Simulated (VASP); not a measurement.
A run of VASP 6.6.1:

File INCAR:

```
PREC = Accurate
ENCUT = 520
EDIFF = 1E-8
ISMEAR = -1
SIGMA = 0.01
LREAL = F
LASPH = T
NELM = 100
ALGO = Normal
ISIF = 2
LWAVE = F
LCHARG = F
GGA = CA
LEFG = T
NBANDS = 15
```

The input KPOINTS:

```
regular mesh
0
Gamma
  6 6 6
```

File POSCAR:

```
KBr
1.0
    4.0163606051      0.0000000000      0.0000000000
    0.0000000000      4.0163606051      0.0000000000
    0.0000000000      0.0000000000      4.0163606051
K Br
1 1
Direct
    0.0000000000      0.0000000000      0.0000000000
    0.5000000000      0.5000000000      0.5000000000
```

Potentials or basis: VASP PAW LDA potentials, release 64 (K_sv, Br).

Launch:

```sh
$ cat potpaw_LDA.64/K_sv/POTCAR potpaw_LDA.64/Br/POTCAR > POTCAR
$ mpirun -np 1 vasp_std > vasp.out
```

Hardware: 1 thread of Intel(R) Xeon(R) Platinum 8375C CPU @ 2.90GHz (Ice Lake), on a shared host.

Question: Estimate the wall time of this run.

Answer: Run time: 14 s on 1 thread of Intel(R) Xeon(R) Platinum 8375C CPU @ 2.90GHz (Ice Lake), with other jobs on the host, peak memory 0.15 GiB. Counts: scf iterations 14, k points 20.
